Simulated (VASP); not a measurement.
# ScF3 (Pm-3m) in VASP: a series of runs, part 2 of 3

VASP 6.6.1.

## 3. Single point, LDA (strain -0.040 along x and y, -0.040 along z)

The input, INCAR:

```
ALGO     = Normal         # electronic algorithm
EDIFF    = 1E-6           # SCF threshold, eV
ENCUT    = 520            # plane-wave cutoff, eV
ISIF     = 2              # what is computed and relaxed
ISMEAR   = 0              # smearing method
LASPH    = True           # aspherical terms in the spheres
LCHARG   = False          # write CHGCAR
LREAL    = False          # projectors in reciprocal space
LWAVE    = False          # write WAVECAR
NBANDS   = 24             # bands
NELM     = 100            # most SCF steps
PREC     = Accurate       # precision mode
SIGMA    = 0.05           # smearing width, eV
```

The input, KPOINTS:

```
k-points
0
Gamma
  6 6 6
```

The input, POSCAR:

```
ScF3
1.0
    3.8519520000      0.0000000000      0.0000000000
    0.0000000000      3.8519520000      0.0000000000
    0.0000000000      0.0000000000      3.8519520000
Sc F
1 3
Direct
    0.0000000000      0.0000000000      0.0000000000
    0.5000000000      0.0000000000      0.0000000000
    0.0000000000      0.5000000000      0.0000000000
    0.0000000000      0.0000000000      0.5000000000
```

Potentials or basis: VASP PAW LDA potentials, release 64 (Sc_sv, F).

Launch:

```
$ cat potpaw_LDA.64/Sc_sv/POTCAR potpaw_LDA.64/F/POTCAR > POTCAR
$ mpirun -np 1 vasp_std > vasp.out
```

OUTCAR:

```text
EDIFF = 1E-6
   ENCUT = 520
   ISIF = 2
   ISMEAR = 0
   LASPH = True
   LREAL = False
   NELM = 100
   PREC = Accurate

 ion  position               nearest neighbor table
   1  0.000  0.000  0.000-   2 1.93   3 1.93   4 1.93   4 1.93   3 1.93   2 1.93
   2  0.500  0.000  0.000-   1 1.93   1 1.93
   3  0.000  0.500  0.000-   1 1.93   1 1.93
   4  0.000  0.000  0.500-   1 1.93   1 1.93

  LATTYP: Found a simple cubic cell.
 ALAT       =     3.8519520000

  Lattice vectors:

 A1 = (   3.8519520000,   0.0000000000,   0.0000000000)
 A2 = (   0.0000000000,   3.8519520000,   0.0000000000)
 A3 = (   0.0000000000,   0.0000000000,   3.8519520000)

Analysis of symmetry for initial positions (statically):
=====================================================================
 Subroutine PRICEL returns:
 Original cell was already a primitive cell.

 Routine SETGRP: Setting up the symmetry group for a
 simple cubic supercell.

 Subroutine GETGRP returns: Found 48 space group operations
 (whereof 48 operations were pure point group operations)
 out of a pool of 48 trial point group operations.

The static configuration has the point symmetry O_h .

Analysis of symmetry for dynamics (positions and initial velocities):
=====================================================================
 Subroutine PRICEL returns:
 Original cell was already a primitive cell.

 Routine SETGRP: Setting up the symmetry group for a
 simple cubic supercell.

 Subroutine GETGRP returns: Found 48 space group operations
 (whereof 48 operations were pure point group operations)
 out of a pool of 48 trial point group operations.

The dynamic configuration has the point symmetry O_h .
[... 111 lines left out ...]
   EMIN   =  10.00;   EMAX   =-10.00  energy-range for DOS
   EFERMI =   0.00;   METHOD = LEGACY
   ISMEAR =     0;   SIGMA  =   0.05  broadening in eV -4-tet -1-fermi 0-gaus
   EFERMI_NEDOS =   21; number of points for ismear=-14 and -15
   IALGO  =     38    algorithm
   IMIX   =      4    mixing-type and parameters
     AMIX     =   0.40;   BMIX     =  1.00
     AMIX_MAG =   1.60;   BMIX_MAG =  1.00
  volume/ion in A,a.u.               =      14.29        96.42
  Fermi-wavevector in a.u.,A,eV,Ry     =   1.349307  2.549820 24.771149  1.820628
  Thomas-Fermi vector in A             =   2.476904
   LORBIT       =      0    0 simple, 1 ext, 2 COOP (PROOUT), +10 PAW based schemes
   GGA     = CA    functional components
   LHFCALC =     F    Hartree Fock is set to
   AEXX    =    0.0000 exact exchange contribution
   IVDW    =     0    specifies the selected vdW correction
   LEPSILON=     F    determine dielectric tensor
   LRPA    =     F    only Hartree local field effects (RPA)
 non-spin polarized calculation
 Gauss-broadening in eV      SIGMA  =   0.05
  energy-cutoff  :      520.00
  volume of cell :       57.15
 maximum number of plane-waves:      1568
 NGX is ok and might be reduce to    30
   NGX = 15   NGY = 15   NGZ = 15

 number of electron      32.0000031 magnetization

 Free energy of the ion-electron system (eV)
  ---------------------------------------------------
  ext. energy  EPLUGINS =         0.00000000
  ---------------------------------------------------
  free energy    TOTEN  =       -29.34699618 eV

  energy without entropy =      -29.34699618  energy(sigma->0) =      -29.34699618

 E-fermi :  -2.8681     XC(G=0):  -9.4318

 val. band max:       -3.2640358167   @ k =   0.5000   0.5000   0.5000
 cond. band min:       3.5215644502   @ k =   0.0000   0.0000   0.0000
 fundamental gap:      6.7856002669
 Fermi energy:        -2.8680851689

 k-point     1 :       0.0000    0.0000    0.0000
  band No.  band energies     occupation
      1     -47.7261      2.00000
      2     -26.9000      2.00000
      3     -26.9000      2.00000
      4     -26.9000      2.00000
      5     -23.1625      2.00000
      6     -22.8785      2.00000
[... 529 lines left out ...]
     23      12.5702      0.00000
     24      12.5702      0.00000

------------------------ aborting loop because EDIFF is reached ----------------------------------------

  FORCE on cell =-STRESS in cart. coord.  units (eV):
  Direction    XX          YY          ZZ          XY          YZ          ZX
  --------------------------------------------------------------------------------------
  -------------------------------------------------------------------------------------
  Total        4.7511348      4.7511348      4.7511348      0.0000000      0.0000000      0.0000000
  in kB      133.1880738    133.1880738    133.1880738      0.0000000      0.0000000      0.0000000
  external PRESSURE =     133.1880738 kB  Pullay stress =       0.0000000 kB

 VOLUME and BASIS-vectors are now :
 -----------------------------------------------------------------------------
  energy-cutoff  :      520.00
  volume of cell :       57.15
      direct lattice vectors                 reciprocal lattice vectors
     3.851952000  0.000000000  0.000000000     0.259608635  0.000000000  0.000000000
     0.000000000  3.851952000  0.000000000     0.000000000  0.259608635  0.000000000
     0.000000000  0.000000000  3.851952000     0.000000000  0.000000000  0.259608635

 POSITION                                       TOTAL-FORCE (eV/Angst)
 -----------------------------------------------------------------------------------
      0.00000      0.00000      0.00000         0.000000      0.000000      0.000000
      1.92598      0.00000      0.00000         0.000000      0.000000      0.000000
      0.00000      1.92598      0.00000         0.000000      0.000000      0.000000
      0.00000      0.00000      1.92598         0.000000      0.000000      0.000000
 -----------------------------------------------------------------------------------
    total drift:                                0.000000      0.000000      0.000000

  FREE ENERGIE OF THE ION-ELECTRON SYSTEM (eV)
  ---------------------------------------------------
  free  energy   TOTEN  =       -29.3469961812 eV

  energy  without entropy=      -29.3469961812  energy(sigma->0) =      -29.34699618
```

It took 30 s on 1 thread of Intel Xeon Platinum 8259CL at 2.50GHz (Skylake/Cascade Lake), shared host; peak memory 0.15 GiB.

Results:

```yaml
Free_energy: -29.3470 eV
Pressure: 13.3 GPa
Band_gap_on_the_k_mesh: 6.79 eV, indirect (least direct gap 7.30 eV)
```

Caveat: the cell differs from its parent crystal (strain -0.040 along x and y, -0.040 along z). A k mesh can miss the band edges.

[end of part 2 of 3]
